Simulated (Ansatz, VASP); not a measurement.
## Hf: VASP beside Ansatz

INCAR

```
PREC     = Accurate       # precision mode
ENCUT    = 520            # plane-wave cutoff, eV
EDIFF    = 1E-6           # SCF threshold, eV
ISMEAR   = -1             # smearing method
SIGMA    = 0.05           # smearing width, eV
LREAL    = False          # projectors in reciprocal space
LASPH    = True           # aspherical terms in the spheres
NELM     = 150            # most SCF steps
ALGO     = Normal         # electronic algorithm
ISIF     = 2              # what is computed and relaxed
LWAVE    = False          # write WAVECAR
LCHARG   = False          # write CHGCAR
MAGMOM   = 0 0 0          # initial moments
LORBIT   = 11             # projections on sites
LSORBIT  = True           # spin-orbit coupling
GGA_COMPAT= False        
LORBMOM  = True         
LMAXMIX  = 4              # l up to which the mixer works
GGA      = PE             # functional
NBANDS   = 21             # bands
```

Contents of KPOINTS:

```
regular mesh
0
Gamma
  7 7 7
```

The input POSCAR:

```
Hf
1.0
   -1.8050000000      1.8050000000      1.8050000000
    1.8050000000     -1.8050000000      1.8050000000
    1.8050000000      1.8050000000     -1.8050000000
Hf
1
Direct
    0.0000000000      0.0000000000      0.0000000000
```

Contents of input.yaml:

```yaml
crystal:
  lattice:
    - [-1.805, 1.805, 1.805]
    - [1.805, -1.805, 1.805]
    - [1.805, 1.805, -1.805]
  atoms:
    - { symbol: Hf, position: [0.0, 0.0, 0.0] }
hamiltonian:
  xc: pbe
  pseudopotentials: { kind: paw_fr }
magnetization:
  noncollinear: true
  spin_orbit: true
kpoints:
  mp_grid: { grid: [7, 7, 7] }
  band_path:
    path:
      - [[0.0, 0.0, 0.0], [0.5, -0.5, 0.5], [0.0, 0.0, 0.5], [0.0, 0.0, 0.0], [0.25, 0.25, 0.25], [0.5, -0.5, 0.5]]
      - [[0.25, 0.25, 0.25], [0.0, 0.0, 0.5]]
    npoints: 14
scf:
  occupations: { method: fermi_dirac, width: 0.05 }
  n_extra_bands: 6
output:
  forces: true
  stress: true
  eigenvalues: true
  fatbands: false
  write_density: true
  write_potential: true
  elf: true
  volumetric_format: npy
```

Alike in both runs: functional PBE; k mesh 7 × 7 × 7; occupations fermi-dirac, width 0.05 eV; non-collinear spin, spin-orbit coupling.

```csv
,VASP,Ansatz
version,VASP 6.6.1,Ansatz 0.2.0
potentials or method,"VASP PAW PBE potentials, release 64 (Hf_pv)",Ansatz PAW
plane-wave cutoff (eV),520,420
valence electrons in the cell,10,26
task,single point,band structure
```

Ansatz gave:

- pressure (GPa): -4.3
- net moment per atom (μB): 0.00

Task: Estimate VASP's values.

Result: Pressure (GPa): -4.6; net moment per atom (μB): 0.00.

With one functional, cell and mesh, what is left measures potentials, basis and numerics. VASP's potentials hold 10 valence electrons a cell and Ansatz's 26, so a difference there can come from the potentials and not from the codes.
